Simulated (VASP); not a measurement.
# PtS2 in VASP: a series of runs, part 2 of 2

VASP 6.6.1. The steps go on from the part before.

**3. Single point, PBE+D3(BJ)**

File INCAR:

```
SYSTEM = PtS2
PREC     = Accurate       ! precision mode
ENCUT    = 520            ! plane-wave cutoff, eV
EDIFF    = 1E-6           ! SCF threshold, eV
ISMEAR   = 0              ! smearing method
SIGMA    = 0.05           ! smearing width, eV
LREAL    = .False.        ! projectors in reciprocal space
LASPH    = .True.         ! aspherical terms in the spheres
NELM     = 100            ! most SCF steps
ALGO     = Normal         ! electronic algorithm
ISIF     = 2              ! what is computed and relaxed
LWAVE    = .False.        ! write WAVECAR
LCHARG   = .False.        ! write CHGCAR
LDIPOL   = .True.       
IDIPOL   = 3            
DIPOL    = 0.5 0.5 0.387
GGA      = PE             ! functional
IVDW     = 12             ! dispersion correction
NBANDS   = 31             ! bands
```

File KPOINTS:

```
regular mesh
0
Gamma
  9 9 1
  0 0 0
```

File POSCAR:

```
PtS2
1.0
    3.5415278079      0.0000000000      0.0000000000
   -1.7707639039      3.0670530498      0.0000000000
    0.0000000000      0.0000000000     22.4670615492
S Pt
4 2
Direct
    0.6666666667      0.3333333333      0.2002932155
    0.3333333333      0.6666666667      0.3108341854
    0.5000000000      1.0000000000      0.4639472212
    0.1666666667      1.3333333333      0.5744881911
    0.0000000000      0.0000000000      0.2555637004
   -0.1666666667      0.6666666667      0.5192177062
```

Potentials or basis: VASP PAW PBE potentials, release 64 (S, Pt).

Started as:

```sh
> cat potpaw_PBE.64/S/POTCAR potpaw_PBE.64/Pt/POTCAR > POTCAR
> mpirun -np 1 vasp_std > vasp.out
```

OUTCAR:

```text
SYSTEM = PtS2
   PREC = Accurate
   ENCUT = 520
   EDIFF = 1E-6
   ISMEAR = 0
   LREAL = .False.
   LASPH = .True.
   NELM = 100
   ISIF = 2
   GGA = PE
   IVDW = 12
 IVDW          = 12

 ion  position               nearest neighbor table
   1  0.667  0.333  0.200-   5 2.39   5 2.39   5 2.39
   2  0.333  0.667  0.311-   5 2.39   5 2.39   5 2.39
   3  0.500  0.000  0.464-   6 2.39   6 2.39   6 2.39
   4  0.167  0.333  0.574-   6 2.39   6 2.39   6 2.39
   5  0.000  0.000  0.256-   1 2.39   1 2.39   1 2.39   2 2.39   2 2.39   2 2.39
   6  0.833  0.667  0.519-   4 2.39   4 2.39   4 2.39   3 2.39   3 2.39   3 2.39

  LATTYP: Found a hexagonal cell.
 ALAT       =     3.5415278079
 C/A-ratio  =     6.3438896340

  Lattice vectors:

 A1 = (   3.5415278079,   0.0000000000,   0.0000000000)
 A2 = (  -1.7707639039,   3.0670530498,   0.0000000000)
 A3 = (   0.0000000000,   0.0000000000,  22.4670615492)

Analysis of symmetry for initial positions (statically):
=====================================================================
 Subroutine PRICEL returns:
 Original cell was already a primitive cell.

[... 192 lines left out ...]
      2     -14.8660      2.00000
      3     -12.7410      2.00000
      4     -12.6371      2.00000
      5      -6.3889      2.00000
      6      -6.3864      2.00000
[... 805 lines left out ...]
     30       7.5882      0.00000
     31       7.8140      0.00000

 [... further k-points ...]

------------------------ aborting loop because EDIFF is reached ----------------------------------------

 vacuum level on the upper side and lower side of the slab       (xc-potential included)        -0.246        -0.246

 Edisp (eV)   -1.89066

 E8    (eV) :    -0.7834

  FORCE on cell =-STRESS in cart. coord.  units (eV):
  Direction    XX          YY          ZZ          XY          YZ          ZX
  --------------------------------------------------------------------------------------
  -------------------------------------------------------------------------------------
  Total      -0.51908    -0.40880    -0.67655    -0.00000     0.16922     0.00000
  in kB      -3.40787    -2.68385    -4.44171    -0.00000     1.11098     0.00000
  external pressure =       -3.51 kB  Pullay stress =        0.00 kB

 VOLUME and BASIS-vectors are now :
 -----------------------------------------------------------------------------
  energy-cutoff  :      520.00
  volume of cell :      244.04
      direct lattice vectors                 reciprocal lattice vectors
     3.541527808  0.000000000  0.000000000     0.282364012  0.163022938  0.000000000
    -1.770763904  3.067053050  0.000000000     0.000000000  0.326045877  0.000000000
     0.000000000  0.000000000 22.467061549     0.000000000  0.000000000  0.044509603

 POSITION                                       TOTAL-FORCE (eV/Angst)
 -----------------------------------------------------------------------------------
      1.77076      1.02235      4.50000        -0.000000     -0.019993      0.039242
     -0.00000      2.04470      6.98353        -0.000000     -0.047823     -0.027658
      1.77076      0.00000     10.42353         0.000000      0.047823      0.027658
      0.00000      1.02235     12.90706         0.000000      0.019993     -0.039242
      0.00000      0.00000      5.74177         0.000000      0.027729      0.063044
      1.77076      2.04470     11.66530        -0.000000     -0.027729     -0.063044
 -----------------------------------------------------------------------------------
    total drift:                                0.000000      0.000000     -0.000109

  FREE ENERGIE OF THE ION-ELECTRON SYSTEM (eV)
  ---------------------------------------------------
  free  energy   TOTEN  =       -32.7762095918 eV

  energy  without entropy=      -32.7762095918  energy(sigma->0) =      -32.77620959

 vacuum level on the upper side and lower side of the slab         5.253         5.254
```

OSZICAR:

```text
N       E                     dE             d eps       ncg     rms          rms(c)
DAV:   1     0.308272469265E+03    0.30827E+03   -0.17936E+04  1550   0.116E+03
DAV:   2    -0.433281884191E+01   -0.31261E+03   -0.29680E+03  2017   0.228E+02
DAV:   3    -0.328092587696E+02   -0.28476E+02   -0.27885E+02  1868   0.730E+01
DAV:   4    -0.336099992889E+02   -0.80074E+00   -0.79914E+00  2113   0.135E+01
DAV:   5    -0.336272389479E+02   -0.17240E-01   -0.17237E-01  1984   0.201E+00    0.249E+01
DAV:   6    -0.313685836260E+02    0.22587E+01   -0.14065E+01  1739   0.281E+01    0.165E+01
DAV:   7    -0.310022811297E+02    0.36630E+00   -0.37146E+00  1627   0.156E+01    0.632E+00
DAV:   8    -0.309016982254E+02    0.10058E+00   -0.26934E-01  1879   0.363E+00    0.164E+00
DAV:   9    -0.308844078028E+02    0.17290E-01   -0.75001E-02  1902   0.201E+00    0.391E-01
DAV:  10    -0.308852029263E+02   -0.79512E-03   -0.74614E-03  1909   0.465E-01    0.404E-01
DAV:  11    -0.308853042187E+02   -0.10129E-03   -0.24983E-04  2135   0.972E-02    0.324E-01
DAV:  12    -0.308861326540E+02   -0.82844E-03   -0.26505E-03  1946   0.215E-01    0.552E-01
DAV:  13    -0.308857273548E+02    0.40530E-03   -0.42099E-04  1816   0.872E-02    0.324E-01
DAV:  14    -0.308856146149E+02    0.11274E-03   -0.14440E-04  1903   0.479E-02    0.202E-01
DAV:  15    -0.308855556148E+02    0.59000E-04   -0.10933E-04  1886   0.398E-02    0.806E-02
DAV:  16    -0.308855538717E+02    0.17431E-05   -0.55819E-06  1970   0.139E-02    0.638E-02
DAV:  17    -0.308855504860E+02    0.33857E-05   -0.24095E-05  1838   0.190E-02    0.548E-03
DAV:  18    -0.308855510604E+02   -0.57438E-06   -0.73007E-07  1280   0.434E-03
   1 F= -.32776210E+02 E0= -.32776210E+02  d E =-.158348E-15
```

Wall time 4.2 min (1 thread of Intel Xeon 6975P-C, shared host); peak memory 0.45 GiB.

Results:

```yaml
Free_energy: -32.7762 eV
Largest_force: 0.069 eV/Å
Band_gap_on_the_k_mesh: 1.41 eV, indirect (least direct gap 1.53 eV)
Dispersion_energy_per_atom: -0.315 eV
```

Forces on the atoms (eV/Å):
```
S    0.000 -0.020  0.039
S    0.000 -0.048 -0.028
S    0.000  0.048  0.028
S    0.000  0.020 -0.039
Pt   0.000  0.028  0.063
Pt   0.000 -0.028 -0.063
```

Caveat: spin-orbit coupling is left out, which moves the levels of the heavy elements.

**4. Single point, PBE+D3(BJ)**

File INCAR:

```
PREC     = Accurate       # precision mode
ENCUT    = 520            # plane-wave cutoff, eV
EDIFF    = 1E-7           # SCF threshold, eV
ISMEAR   = 0              # smearing method
SIGMA    = 0.05           # smearing width, eV
LREAL    = F              # projectors in reciprocal space
LASPH    = T              # aspherical terms in the spheres
NELM     = 80             # most SCF steps
ALGO     = Normal         # electronic algorithm
ISIF     = 2              # what is computed and relaxed
LWAVE    = F              # write WAVECAR
LCHARG   = T              # write CHGCAR
LDIPOL   = T            
IDIPOL   = 3            
DIPOL    = 0.5 0.5 0.387
GGA      = PE             # functional
IVDW     = 12             # dispersion correction
LELF     = T              # ELF
LVHAR    = T            
LVACPOTAV= T            
NBANDS   = 31             # bands
```

File KPOINTS:

```
regular mesh
0
Gamma
  9 9 1
```

File POSCAR:

```
PtS2
1.0
    3.5415278079      0.0000000000      0.0000000000
   -1.7707639039      3.0670530498      0.0000000000
    0.0000000000      0.0000000000     22.4670615492
S Pt
4 2
Direct
    0.6666666667      0.3333333333      0.2002932155
    0.3333333333      0.6666666667      0.3108341854
    0.6666666667      0.8333333333      0.4639472212
    0.3333333333      1.1666666667      0.5744881911
    0.0000000000      0.0000000000      0.2555637004
    0.0000000000      0.5000000000      0.5192177062
```

Started as:

```sh
> cat potpaw_PBE.64/S/POTCAR potpaw_PBE.64/Pt/POTCAR > POTCAR
> mpirun -np 1 vasp_std > vasp.out
```

Run time: 5.2 min. Hardware: 1 thread of Intel Xeon 6975P-C, shared host; peak memory 0.45 GiB.

It converged, with:

```
Free energy                : -32.7752 eV
Largest force              : 0.057 eV/Å
Band gap on the k mesh     : 1.42 eV, indirect (least direct gap 1.54 eV)
Dispersion energy per atom : -0.315 eV
```

Forces in eV/Å, atoms in the order of the input:
```
S   -0.013 -0.007  0.041
S   -0.031 -0.018 -0.027
S    0.031  0.018  0.027
S    0.013  0.007 -0.041
Pt   0.011  0.006  0.056
Pt  -0.011 -0.006 -0.056
```

Levels at points of the mesh, in eV from the valence-band top:
```tsv
k point	band 19	band 20	band 21	band 22	band 23	band 24	band 25	band 26
(0.00, 0.00, 0.00)	-0.53	-0.52	-0.50	-0.46	2.93	2.95	2.97	2.99
```

Caveat: spin-orbit coupling is left out, which moves the levels of the heavy elements.
